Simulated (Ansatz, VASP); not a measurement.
# Two plane-wave programs on Se

Contents of INCAR:

```
SYSTEM = Se
PREC = Accurate ; ENCUT = 600
EDIFF = 1E-7 ; ISMEAR = 0
SIGMA = 0.1 ; LREAL = .False.
LASPH = .True. ; NELM = 60
ALGO = Normal ; ISIF = 3
LWAVE = .False. ; LCHARG = .False.
GGA = PE ; IBRION = 2
NSW = 90 ; EDIFFG = -0.04
```

KPOINTS

```
regular mesh
0
Gamma
  4 4 8
  0 0 0
```

POSCAR

```
Se
1.0
    6.5276953700      0.0000000000      0.0000000000
    0.0000000000      6.5276953700      0.0000000000
    0.0000000000      0.0000000000      2.3936046700
Se
6
Direct
    0.1767953900      0.3232046100      0.0000000000
    0.3232046100      0.8232046100      0.0000000000
    0.8232046100      0.6767953900      0.0000000000
    0.6767953900      0.1767953900      0.0000000000
    0.0000000000      0.0000000000      0.0000000000
    0.5000000000      0.5000000000      0.0000000000
```

Input for Ansatz:

```yaml
crystal:
  lattice:
    - [6.52769537, 0.0, 0.0]
    - [0.0, 6.52769537, 0.0]
    - [0.0, 0.0, 2.39360467]
  atoms:
    - { symbol: Se, position: [0.17679539, 0.32320461, 0.0] }
    - { symbol: Se, position: [0.32320461, 0.82320461, 0.0] }
    - { symbol: Se, position: [0.82320461, 0.67679539, 0.0] }
    - { symbol: Se, position: [0.67679539, 0.17679539, 0.0] }
    - { symbol: Se, position: [0.0, 0.0, 0.0] }
    - { symbol: Se, position: [0.5, 0.5, 0.0] }
basis:
  ecutwfc: 420
kpoints:
  mp_grid: { grid: [4, 4, 8] }
hamiltonian:
  xc: pbe
scf:
  occupations: { method: gaussian, width: 0.1 }
  lower_state_search: "off"
output:
  forces: true
  stress: true
  eigenvalues: true
relax:
  adjacent_minimum: "off"
  f_tol: 0.04
  max_steps: 70
  cell: { stress_tol: 0.4 }
```

Alike in both runs: task relaxation of cell and atoms; functional PBE; k mesh 4 × 4 × 8; occupations gaussian, width 0.1 eV; no spin polarisation.

|  | VASP | Ansatz |
| --- | --- | --- |
| version | VASP 6.6.1 | Ansatz 0.2.0 |
| potentials or method | VASP PAW PBE potentials, release 64 (Se), cutoff 600 eV | scalar-relativistic, plane waves, PAW |
| valence electrons in the cell | 36 | 96 |

|  | VASP | Ansatz | Ansatz less VASP |
| --- | --- | --- | --- |
| gap on the k mesh at the Fermi level, each at its own relaxed structure (eV) | none | none | - |
| relaxed volume (Å³/atom) | 25.21 | 24.48 | -0.730 |
| relaxed length of the cell vector where the two differ most in proportion (Å) | 7.490 | 7.387 | -0.1032 |

A gap of «none» marks a metal or a gap that the smearing closes. VASP's potentials hold 36 valence electrons a cell and Ansatz's 96, so a difference there can come from the potentials and not from the codes.

Noted on VASP's run: the volume moved by over 15 % at a fixed basis, so the end points are rough; too few bands were computed for a metal, which touches its energy and stress.
